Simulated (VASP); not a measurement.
# Al2O3 (R-3c) in VASP: a series of runs

The runs below take Al2O3 through single point, with PBEsol.

All numbers are computed with VASP 6.6.1; they aren't measurements. Logs are shortened: lines on timing, memory, paths and dates and some standing lists are left out, and cuts for length are marked.

## 1. The cell of the first run

The structure is trigonal, space group R-3c (No. 167). Conventional cell: a = 4.563 Å, b = 4.563 Å, c = 13.479 Å, α = 90.00°, β = 90.00°, γ = 120.00°. Within 2.4 Å of Al (site symmetry 3) lie 6 O at 1.81 to 1.96 Å. O (site symmetry 2) has 4 Al at 1.81 to 1.96 Å and 2 O at 2.42 Å within 2.5 Å.

## 2. Single point, PBEsol (8.10 Å³/atom)

Input file INCAR:

```
  ALGO = Normal
  EDIFF = 1E-6
  ENCUT = 520
  GGA = PS
  ISIF = 2
  ISMEAR = 0
  LASPH = T
  LCHARG = F
  LREAL = F
  LWAVE = F
  NBANDS = 35
  NELM = 80
  PREC = Accurate
  SIGMA = 0.05
```

Input file KPOINTS:

```
k-points
0
Gamma
  6 6 6
```

Input file POSCAR:

```
Al2O3
1.0
    2.2816820698      1.3173297572      4.4930883319
   -2.2816820698      1.3173297572      4.4930883319
    0.0000000000     -2.6346595145      4.4930883319
Al O
4 6
Direct
    0.8520350473      0.8520350473      0.8520350473
    0.6479649527      0.6479649527      0.6479649527
    0.1479649527      0.1479649527      0.1479649527
    0.3520350473      0.3520350473      0.3520350473
    0.0558571577      0.4441428423      0.7500000000
    0.7500000000      0.0558571577      0.4441428423
    0.4441428423      0.7500000000      0.0558571577
    0.9441428423      0.5558571577      0.2500000000
    0.2500000000      0.9441428423      0.5558571577
    0.5558571577      0.2500000000      0.9441428423
```

Potentials or basis: VASP PAW PBE potentials, release 64 (Al, O).

The run is started by

```console
cat potpaw_PBE.64/Al/POTCAR potpaw_PBE.64/O/POTCAR > POTCAR
mpirun -np 1 vasp_std > vasp.out
```

OUTCAR:

```text
EDIFF = 1E-6
   ENCUT = 520
   GGA = PS
   ISIF = 2
   ISMEAR = 0
   LASPH = T
   LREAL = F
   NELM = 80
   PREC = Accurate

 ion  position               nearest neighbor table
   1  0.852  0.852  0.852-  10 1.81   9 1.81   8 1.81   5 1.96   7 1.96   6 1.96   3 2.68   3 2.68
                             3 2.68   2 2.75   2 3.16   2 3.16   2 3.16
   2  0.648  0.648  0.648-   9 1.81  10 1.81   8 1.81   5 1.96   6 1.96   7 1.96   4 2.68   4 2.68
                             4 2.68   1 2.75   1 3.16   1 3.16   1 3.16
   3  0.148  0.148  0.148-   7 1.81   6 1.81   5 1.81   8 1.96  10 1.96   9 1.96   1 2.68   1 2.68
                             1 2.68   4 2.75   4 3.16   4 3.16   4 3.16
   4  0.352  0.352  0.352-   6 1.81   7 1.81   5 1.81   8 1.96   9 1.96  10 1.96   2 2.68   2 2.68
                             2 2.68   3 2.75   3 3.16   3 3.16   3 3.16
   5  0.056  0.444  0.750-   3 1.81   4 1.81   1 1.96   2 1.96
   6  0.750  0.056  0.444-   4 1.81   3 1.81   2 1.96   1 1.96
   7  0.444  0.750  0.056-   3 1.81   4 1.81   1 1.96   2 1.96
   8  0.944  0.556  0.250-   1 1.81   2 1.81   3 1.96   4 1.96
   9  0.250  0.944  0.556-   2 1.81   1 1.81   4 1.96   3 1.96
  10  0.556  0.250  0.944-   1 1.81   2 1.81   3 1.96   4 1.96

  LATTYP: Found a trigonal (rhomboedric) cell.
 ALAT       =     5.2085769184
 COS(alpha) =     0.6162025448

  Lattice vectors:

 A1 = (   2.2816820698,   1.3173297572,   4.4930883319)
 A2 = (  -2.2816820698,   1.3173297572,   4.4930883319)
 A3 = (   0.0000000000,  -2.6346595145,   4.4930883319)

Analysis of symmetry for initial positions (statically):
=====================================================================
 Subroutine PRICEL returns:
 Original cell was already a primitive cell.

 Routine SETGRP: Setting up the symmetry group for a
 trigonal (rhombohedral) supercell.

 Subroutine GETGRP returns: Found 12 space group operations
 (whereof  6 operations were pure point group operations)
 out of a pool of 12 trial point group operations.

The static configuration has the point symmetry S_6 .
 The point group associated with its full space group is D_3d.

Analysis of symmetry for dynamics (positions and initial velocities):
=====================================================================
 Subroutine PRICEL returns:
 Original cell was already a primitive cell.

 Routine SETGRP: Setting up the symmetry group for a
 trigonal (rhombohedral) supercell.

 Subroutine GETGRP returns: Found 12 space group operations
 (whereof  6 operations were pure point group operations)
[... 128 lines left out ...]
   TEBEG  =    0.0;   TEEND  =   0.0 temperature during run
   PSTRESS=    0.0 pullay stress
   NELECT =      48.0000    total number of electrons
   NUPDOWN=      -1.0000    fix difference up-down
   EMIN   =  10.00;   EMAX   =-10.00  energy-range for DOS
   EFERMI =   0.00;   METHOD = LEGACY
   ISMEAR =     0;   SIGMA  =   0.05  broadening in eV -4-tet -1-fermi 0-gaus
   EFERMI_NEDOS =   21; number of points for ismear=-14 and -15
   IALGO  =     38    algorithm
   IMIX   =      4    mixing-type and parameters
     AMIX     =   0.40;   BMIX     =  1.00
     AMIX_MAG =   1.60;   BMIX_MAG =  1.00
  volume/ion in A,a.u.               =       8.10        54.68
  Fermi-wavevector in a.u.,A,eV,Ry     =   1.374907  2.598197 25.720032  1.890369
  Thomas-Fermi vector in A             =   2.500291
   LORBIT       =      0    0 simple, 1 ext, 2 COOP (PROOUT), +10 PAW based schemes
   GGA     = PS    functional components
   LHFCALC =     F    Hartree Fock is set to
   AEXX    =    0.0000 exact exchange contribution
   IVDW    =     0    specifies the selected vdW correction
   LEPSILON=     F    determine dielectric tensor
   LRPA    =     F    only Hartree local field effects (RPA)
 non-spin polarized calculation
 Gauss-broadening in eV      SIGMA  =   0.05
  energy-cutoff  :      520.00
  volume of cell :       81.03
 maximum number of plane-waves:      2207
   NGX = 19   NGY = 19   NGZ = 19

 number of electron      47.9999989 magnetization

 Free energy of the ion-electron system (eV)
  ---------------------------------------------------
  ext. energy  EPLUGINS =         0.00000000
  ---------------------------------------------------
  free energy    TOTEN  =       -77.93283271 eV

  energy without entropy =      -77.93283271  energy(sigma->0) =      -77.93283271

 E-fermi :   7.0947     XC(G=0): -12.1779

 val. band max:        6.8461523405   @ k =   0.0000   0.0000   0.0000
 cond. band min:      13.2616548798   @ k =   0.0000   0.0000   0.0000
 fundamental gap:      6.4155025393
 Fermi energy:         7.0946693957

 k-point     1 :       0.0000    0.0000    0.0000
  band No.  band energies     occupation
      1     -13.0081      2.00000
      2     -10.7920      2.00000
      3      -9.9885      2.00000
      4      -9.9885      2.00000
      5      -9.7048      2.00000
      6      -9.7048      2.00000
[... 901 lines left out ...]
     34      19.9919      0.00000
     35      20.4074      0.00000

 [... further k-points ...]

------------------------ aborting loop because EDIFF is reached ----------------------------------------

  FORCE on cell =-STRESS in cart. coord.  units (eV):
  Direction    XX          YY          ZZ          XY          YZ          ZX
  --------------------------------------------------------------------------------------
  -------------------------------------------------------------------------------------
  Total       14.7512057     14.7512057     -4.1533950     -0.0000000      0.0000000      0.0000000
  in kB      291.6703361    291.6703361    -82.1236010     -0.0000000      0.0000000      0.0000000
  external PRESSURE =     167.0723571 kB  Pullay stress =       0.0000000 kB

 VOLUME and BASIS-vectors are now :
 -----------------------------------------------------------------------------
  energy-cutoff  :      520.00
  volume of cell :       81.03
      direct lattice vectors                 reciprocal lattice vectors
     2.281682070  1.317329757  4.493088332     0.219136578  0.126518562  0.074188021
    -2.281682070  1.317329757  4.493088332    -0.219136578  0.126518562  0.074188021
     0.000000000 -2.634659515  4.493088332     0.000000000 -0.253037124  0.074188021

 POSITION                                       TOTAL-FORCE (eV/Angst)
 -----------------------------------------------------------------------------------
      0.00000     -0.00000     11.48481         0.000000      0.000000     -0.588136
      0.00000     -0.00000      8.73409         0.000000     -0.000000      0.588136
      0.00000     -0.00000      1.99446         0.000000     -0.000000      0.588136
      0.00000     -0.00000      4.74517         0.000000      0.000000     -0.588136
     -0.88594     -1.31733      5.61636         0.215338     -0.000000     -0.000000
      1.58381     -0.10859      5.61636        -0.107669      0.186489     -0.000000
     -0.69787      1.42592      5.61636        -0.107669     -0.186489     -0.000000
      0.88594      1.31733      7.86290        -0.215338     -0.000000     -0.000000
     -1.58381      0.10859      7.86290         0.107669     -0.186489     -0.000000
      0.69787     -1.42592      7.86290         0.107669      0.186489     -0.000000
 -----------------------------------------------------------------------------------
    total drift:                               -0.000000      0.000000      0.000000

  FREE ENERGIE OF THE ION-ELECTRON SYSTEM (eV)
  ---------------------------------------------------
  free  energy   TOTEN  =       -77.9328327105 eV

  energy  without entropy=      -77.9328327105  energy(sigma->0) =      -77.93283271
```

It took 2.8 min on 1 thread of AMD EPYC 7R13, shared host; peak memory 0.23 GiB.

What came out:

```
Free energy            : -77.9328 eV
Pressure               : 16.7 GPa
Largest force          : 0.588 eV/Å
Band gap on the k mesh : 6.42 eV
```

Forces in eV/Å, atoms in the order of the input:
```
Al   0.000  0.000 -0.588
Al   0.000  0.000  0.588
Al   0.000  0.000  0.588
Al   0.000  0.000 -0.588
O    0.215  0.000  0.000
O   -0.108  0.186  0.000
O   -0.108 -0.186  0.000
O   -0.215  0.000  0.000
O    0.108 -0.186  0.000
O    0.108  0.186  0.000
```

Caveat: the stress differs along the axes, from -8 to 29 GPa; the PAW data sets were made with another functional, which shifts forces and pressure a little. Expect the measured gap to be larger: semilocal functionals such as PBEsol lack the derivative discontinuity.

## 3. Single point, PBEsol (8.10 Å³/atom)

Input file INCAR:

```
PREC     = Accurate       # precision mode
ENCUT    = 520            # plane-wave cutoff, eV
EDIFF    = 1E-6           # SCF threshold, eV
ISMEAR   = 0              # smearing method
SIGMA    = 0.05           # smearing width, eV
LREAL    = False          # projectors in reciprocal space
LASPH    = True           # aspherical terms in the spheres
NELM     = 100            # most SCF steps
ALGO     = Normal         # electronic algorithm
ISIF     = 2              # what is computed and relaxed
LWAVE    = False          # write WAVECAR
LCHARG   = False          # write CHGCAR
GGA      = PS             # functional
NBANDS   = 35             # bands
```

Input file KPOINTS:

```
Automatic mesh
0
Gamma
  6 6 6
```

POSCAR: that of step 2 with these lines changed.

```diff
@@ -2,5 +2,5 @@
 1.0
-    2.2816820698      1.3173297572      4.4930883319
-   -2.2816820698      1.3173297572      4.4930883319
-    0.0000000000     -2.6346595145      4.4930883319
+    2.3855887654      1.3773203159      4.1102104035
+   -2.3855887654      1.3773203159      4.1102104035
+    0.0000000000     -2.7546406317      4.1102104035
 Al O
```

Potentials or basis: VASP PAW PBE potentials, release 64 (Al, O).

The run is started by

```console
cat potpaw_PBE.64/Al/POTCAR potpaw_PBE.64/O/POTCAR > POTCAR
mpirun -np 1 vasp_std > vasp.out
```

Wall time 3.3 min (1 thread of AMD EPYC 7R13, shared host); peak memory 0.23 GiB.

It converged, with:

```
Free energy            : -78.2615 eV
Pressure               : 14.6 GPa
Largest force          : 0.523 eV/Å
Band gap on the k mesh : 6.23 eV
```

Forces on the atoms (eV/Å):
```
Al   0.000  0.000  0.523
Al   0.000  0.000 -0.523
Al   0.000  0.000 -0.523
Al   0.000  0.000  0.523
O   -0.013  0.000  0.000
O    0.006 -0.011  0.000
O    0.006  0.011  0.000
O    0.013  0.000  0.000
O   -0.006  0.011  0.000
O   -0.006 -0.011  0.000
```

Stress tensor (GPa, compression positive):
```
 7.39  0.00  0.00
 0.00  7.39  0.00
 0.00  0.00 29.06
```

Levels at points of the mesh, in eV from the valence-band top:
```tsv
k point	band 21	band 22	band 23	band 24	band 25	band 26	band 27	band 28
(0.00, 0.00, 0.00)	-0.88	-0.55	-0.55	0.00	6.23	8.54	10.98	11.12
(0.50, 0.00, 0.00)	-1.26	-1.26	-0.54	-0.54	9.13	9.13	9.97	9.97
(0.50, 0.50, 0.00)	-1.47	-1.41	-0.97	-0.49	8.82	9.60	10.05	10.28
(0.50, 0.50, 0.50)	-0.94	-0.94	-0.94	-0.94	8.42	8.42	11.03	11.03
```

Caveat: the stress differs along the axes, from 7 to 29 GPa; the PAW data sets were made with another functional, which shifts forces and pressure a little. A k mesh can miss the band edges.
